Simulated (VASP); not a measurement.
Write the native input for VASP 6.6.1 that does the following.

```
Task                   : relaxation of cell and atoms
Functional             : PBEsol
Potentials or basis    : VASP PAW PBE potentials, release 64 (Hf_pv, Si)
Cutoff                 : 500 eV
k mesh                 : 10 × 10 × 10
Occupations            : gaussian, width 0.1 eV
Spin                   : no spin polarisation
Dipole correction      : no
Further INCAR settings : ALGO = Normal; EDIFF = 1e-07; IBRION = 2; EDIFFG = -0.005; NSW = 70; ISIF = 3
```

The structure of HfSi2 lies in POSCAR:

```
HfSi2
1.0
    1.8412674751     -7.2960000437      0.0000000000
    1.8412674751      7.2960000437      0.0000000000
    0.0000000000      0.0000000000      3.6597920204
Hf Si
2 4
Direct
    0.8945372355      0.1054627645      0.2500000000
    0.1054627645      0.8945372355      0.7500000000
    0.5542797311      0.4457202689      0.2500000000
    0.4457202689      0.5542797311      0.7500000000
    0.2502818288      0.7497181712      0.2500000000
    0.7497181712      0.2502818288      0.7500000000
```

The input as run:

INCAR

```
PREC = Accurate
ENCUT = 500
EDIFF = 1E-7
ISMEAR = 0
SIGMA = 0.1
LREAL = F
LASPH = T
NELM = 120
ALGO = Normal
ISIF = 3
LWAVE = F
LCHARG = F
GGA = PS
IBRION = 2
NSW = 70
EDIFFG = -0.005
GGA_COMPAT = F
NELMIN = 4
```

KPOINTS

```
Automatic mesh
0
Gamma
  10 10 10
```

Potentials or basis: VASP PAW PBE potentials, release 64 (Hf_pv, Si).

Run with:

```bash
$ cat potpaw_PBE.64/Hf_pv/POTCAR potpaw_PBE.64/Si/POTCAR > POTCAR
$ mpirun -np 1 vasp_std > vasp.out
```

Results of the run:

| Quantity | Value |
| --- | --- |
| Relaxed volume | 15.90 Å³/atom |
| Relaxed cell | a = 7.408 Å, b = 7.408 Å, c = 3.638 Å, α = 90.00°, β = 90.00°, γ = 151.46° |
| Space group after relaxing (to 0.1 Å) | Cmcm (No. 63) |
| Energy gained by relaxing | 6.3 meV/atom |
| Ionic steps | 9 |
| Pressure after relaxing | 0.0 GPa |
| Largest force after relaxing | 0.003 eV/Å |
| Band gap on the k mesh | zero (bands 18 and 19 overlap by 0.99 eV) |

Caveat: the PAW data sets were made with another functional, which shifts forces and pressure a little; spin-orbit coupling is left out, which moves the levels of the heavy elements.

It took 64 min on 1 thread of Oxide Virtual Turin-like Processor (shared host), peak memory 0.49 GiB.
